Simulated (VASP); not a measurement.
Input of a VASP 6.6.1 run:

Contents of INCAR:

```
SYSTEM = Cs
PREC = Accurate
ENCUT = 520
EDIFF = 1E-7
ISMEAR = -1
SIGMA = 0.1
LREAL = .False.
LASPH = .True.
NELM = 80
ALGO = Normal
ISIF = 2
LWAVE = .False.
LCHARG = .False.
GGA = PS
NBANDS = 10
```

The input KPOINTS:

```
regular mesh
0
Gamma
  8 8 8
  0 0 0
```

The input POSCAR:

```
Cs
1.0
    0.0000000000      3.7566440997      3.7566440997
    3.7566440997      0.0000000000      3.7566440997
    3.7566440997      3.7566440997      0.0000000000
Cs
1
Direct
    0.0000000000      0.0000000000      0.0000000000
```

Potentials or basis: VASP PAW PBE potentials, release 64 (Cs_sv).

Command:

```console
$ cat potpaw_PBE.64/Cs_sv/POTCAR > POTCAR
$ mpirun -np 1 vasp_std > vasp.out
```

Q: What does it give for the pressure?

A: 0.1 GPa.

Caveat: the PAW data sets were made with another functional, which shifts forces and pressure a little.
